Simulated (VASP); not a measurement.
Write the native input for VASP 6.6.1 that does the following.

- Task: single point
- Functional: r2SCAN
- Potentials or basis: VASP PAW PBE potentials, release 64 (Si, C)
- Cutoff: 660 eV
- k mesh: 2 × 2 × 2
- Occupations: fermi-dirac, width 0.02 eV
- Spin: no spin polarisation
- Dipole correction: no
- Further INCAR settings: ALGO = Normal; EDIFF = 1e-06; NBANDS = 11

The system is SiC.

```
Si C
1.0
     2.62012    0.00000    0.00000
     0.00000    2.62012    0.00000
     0.00000    0.00000    2.62012
Si C
1 1
Direct
  0.00000 0.00000 0.00000
  0.50000 0.50000 0.50000
```

These files were run (other wordings do the same):

POSCAR

```
SiC
1.0
    2.6201228660      0.0000000000      0.0000000000
    0.0000000000      2.6201228660      0.0000000000
    0.0000000000      0.0000000000      2.6201228660
Si C
1 1
Direct
    0.0000000000      0.0000000000      0.0000000000
    0.5000000000      0.5000000000      0.5000000000
```

INCAR.step1

```
PREC = Accurate
ENCUT = 660
ISMEAR = -1
SIGMA = 0.02
LREAL = False
LASPH = True
NELM = 120
NBANDS = 11
GGA = PE
ALGO = Normal
EDIFF = 1E-5
LWAVE = True
LCHARG = False
GGA_COMPAT = False
```

INCAR.step2

```
PREC = Accurate
ENCUT = 660
EDIFF = 1E-6
ISMEAR = -1
SIGMA = 0.02
LREAL = False
LASPH = True
NELM = 120
ALGO = Normal
ISIF = 2
LWAVE = False
LCHARG = False
METAGGA = R2SCAN
LMIXTAU = True
NBANDS = 11
ISTART = 1
GGA_COMPAT = False
```

KPOINTS

```
Automatic mesh
0
Gamma
  2 2 2
```

Potentials or basis: VASP PAW PBE potentials, release 64 (Si, C).

Command:

```bash
$ cat potpaw_PBE.64/Si/POTCAR potpaw_PBE.64/C/POTCAR > POTCAR
$ cp INCAR.step1 INCAR
$ mpirun -np 1 vasp_std > vasp.out
$ cp INCAR.step2 INCAR
$ mpirun -np 1 vasp_std > vasp.out
```

It gave:

| Item | Value |
| --- | --- |
| Pressure | -15.9 GPa |
| Band gap on the k mesh | zero (bands 4 and 5 overlap by 2.41 eV) |

Caveat: the k points lie up to 1.20 Å⁻¹ apart, too coarse for converged energies and pressures of a metal; the structure was generated, so it needn't be the stable form of SiC; the PAW data sets were made with another functional, which shifts forces and pressure a little.

It took 16 s on 1 thread of Intel Xeon 8259CL (shared host), peak memory 0.13 GiB.
